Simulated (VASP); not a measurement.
A run of VASP 6.6.1 is set up as follows.

INCAR

```
  PREC = Accurate
  ENCUT = 520
  EDIFF = 1E-8
  ISMEAR = -1
  SIGMA = 0.02
  LREAL = F
  LASPH = T
  NELM = 120
  ALGO = Normal
  ISIF = 2
  LWAVE = F
  LCHARG = F
  GGA = CA
  LEFG = T
  NBANDS = 16
  GGA_COMPAT = F
```

File KPOINTS:

```
regular mesh
0
Gamma
  12 12 10
```

Contents of POSCAR:

```
TaN
1.0
    2.9379988584      0.0000000000      0.0000000000
   -1.4689994292      2.5443816477      0.0000000000
    0.0000000000      0.0000000000      2.8830000000
Ta N
1 1
Direct
    0.3333333333      0.6666666667      0.5000000000
    0.0000000000      0.0000000000      0.0000000000
```

Potentials or basis: VASP PAW LDA potentials, release 64 (Ta_sv_GW, N).

Launch:

```bash
$ cat potpaw_LDA.64/Ta_sv_GW/POTCAR potpaw_LDA.64/N/POTCAR > POTCAR
$ mpirun -np 1 vasp_std > vasp.out
```

(1) Predict the pressure.

(2) What does it give for the band gap on the k mesh?

Results:

(1) -10.8 GPa.

(2) zero (band 9 reaches 12.51 eV, above the bottom of band 10 at 12.02 eV).

Caveat: without QUAD_EFG the Cq values of the log hold for a quadrupole moment of 1 mb, not for the nuclei; spin-orbit coupling is left out, which moves the levels of the heavy elements.
